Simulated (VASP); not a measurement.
Write the native input for VASP 6.6.1 that does the following.

* Task: single point
* Functional: PBE
* Potentials or basis: VASP PAW PBE potentials, release 64 (Ba_sv, S)
* Cutoff: 520 eV
* k mesh: 7 × 7 × 7
* Occupations: fermi-dirac, width 0.01 eV
* Spin: no spin polarisation
* Dipole correction: no
* Further INCAR settings: ALGO = Normal; EDIFF = 1e-07; NBANDS = 15

The structure of BaS lies in POSCAR:

```
BaS
1.0
    0.0000000000      3.1937500000      3.1937500000
    3.1937500000      0.0000000000      3.1937500000
    3.1937500000      3.1937500000      0.0000000000
Ba S
1 1
Direct
   -0.0125244618      0.0125244618      0.0125244618
    0.5000000000      0.5000000000      0.5000000000
```

This cell differs from its parent crystal: atom 1 (Ba) moved by [0.08, 0.0, 0.0] A.

These files were run (other wordings do the same):

INCAR

```
ALGO     = Normal         # electronic algorithm
EDIFF    = 1E-7           # SCF threshold, eV
ENCUT    = 520            # plane-wave cutoff, eV
GGA      = PE             # functional
ISIF     = 2              # what is computed and relaxed
ISMEAR   = -1             # smearing method
LASPH    = True           # aspherical terms in the spheres
LCHARG   = False          # write CHGCAR
LREAL    = False          # projectors in reciprocal space
LWAVE    = False          # write WAVECAR
NBANDS   = 15             # bands
NELM     = 60             # most SCF steps
PREC     = Accurate       # precision mode
SIGMA    = 0.01           # smearing width, eV
```

KPOINTS

```
k-points
0
Gamma
  7 7 7
```

Potentials or basis: VASP PAW PBE potentials, release 64 (Ba_sv, S).

Command:

```console
$ cat potpaw_PBE.64/Ba_sv/POTCAR potpaw_PBE.64/S/POTCAR > POTCAR
$ mpirun -np 1 vasp_std > vasp.out
```

It gave:

```
Pressure               : 1.5 GPa
Largest force          : 0.173 eV/Å
Band gap on the k mesh : 2.18 eV, indirect (least direct gap 2.32 eV)
```

Caveat: the cell differs from its parent crystal (atom 1 (Ba) moved by [0.08, 0.0, 0.0] A); spin-orbit coupling is left out, which moves the levels of the heavy elements.

Run time: 43 s on 1 thread of Intel(R) Xeon(R) Platinum 8375C CPU @ 2.90GHz (Ice Lake), with other jobs on the host, peak memory 0.22 GiB.
